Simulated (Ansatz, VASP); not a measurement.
**One calculation of CdS, two programs**

POSCAR

```
CdS
1.0
    4.3415391636      0.0000000000      0.0000000000
   -2.1707695818      3.7598832072      0.0000000000
    0.0000000000      0.0000000000      7.0864500000
Cd S
2 2
Direct
    0.3333333333      0.6666666667      0.0000000000
    0.6666666667      0.3333333333      0.5000000000
    0.3333333333      0.6666666667      0.3850000000
    0.6666666667      0.3333333333      0.8850000000
```

The input INCAR.step1:

```
SYSTEM = CdS
ALGO = Normal
EDIFF = 1E-4
ENCUT = 520
GGA = PE
ISMEAR = 0
LASPH = .TRUE.
LCHARG = .FALSE.
LREAL = .FALSE.
LWAVE = .TRUE.
NBANDS = 26
NELM = 100
PREC = Accurate
SIGMA = 0.05
```

File INCAR.step2:

```
SYSTEM = CdS
ALGO = Normal
EDIFF = 1E-6
ENCUT = 520
ISIF = 2
ISMEAR = 0
ISTART = 1
LASPH = .TRUE.
LCHARG = .TRUE.
LELF = .TRUE.
LMIXTAU = .TRUE.
LREAL = .FALSE.
LVHAR = .TRUE.
LWAVE = .FALSE.
METAGGA = R2SCAN
NBANDS = 26
NELM = 100
PREC = Accurate
SIGMA = 0.05
```

File KPOINTS:

```
k-points
0
G
  12 12 4
  0 0 0
```

Input for Ansatz:

```yaml
crystal:
  lattice:
    - [4.3415391636, 0.0, 0.0]
    - [-2.1707695818, 3.7598832072, 0.0]
    - [0.0, 0.0, 7.08645]
  atoms:
    - { symbol: Cd, position: [0.3333333333, 0.6666666667, 0.0] }
    - { symbol: Cd, position: [0.6666666667, 0.3333333333, 0.5] }
    - { symbol: S, position: [0.3333333333, 0.6666666667, 0.385] }
    - { symbol: S, position: [0.6666666667, 0.3333333333, 0.885] }
basis:
  ecutwfc: 500
kpoints:
  mp_grid: { grid: [12, 12, 4] }
hamiltonian:
  xc: r2scan
scf:
  occupations: { method: gaussian, width: 0.05 }
output:
  forces: true
  stress: true
  eigenvalues: true
```

Change from the starting cell: strain +0.050 along x and y, +0.050 along z, atoms carried along.

Alike in both runs: task single point; functional r2SCAN; k mesh 12 × 12 × 4; occupations gaussian, width 0.05 eV; no spin polarisation.

|  | VASP | Ansatz |
| --- | --- | --- |
| version | VASP 6.6.1 | Ansatz 0.2.0 |
| potentials or method | VASP PAW PBE potentials, release 64 (Cd, S), cutoff 520 eV | scalar-relativistic, plane waves, PAW |
| valence electrons in the cell | 36 | 52 |

|  | VASP | Ansatz | Ansatz less VASP |
| --- | --- | --- | --- |
| gap on the k mesh at the Fermi level (eV) | 1.31 | 1.32 | +0.008 |
| least direct gap on the mesh (eV) | 1.31 | 1.32 | +0.008 |
| pressure (GPa) | -5.6 | -5.8 | -0.18 |
| traceless stress, the component that is largest in VASP (GPa) | -0.50 | -0.48 | +0.024 |
| rms of the force components (eV/Å) | 0.080 | 0.078 | -0.0023 |

VASP's potentials were made for PBE, not for r2SCAN. Atom by atom the forces differ by 0.002 eV/Å (rms over components). VASP's potentials hold 36 valence electrons a cell and Ansatz's 52, so a difference there can come from the potentials and not from the codes.
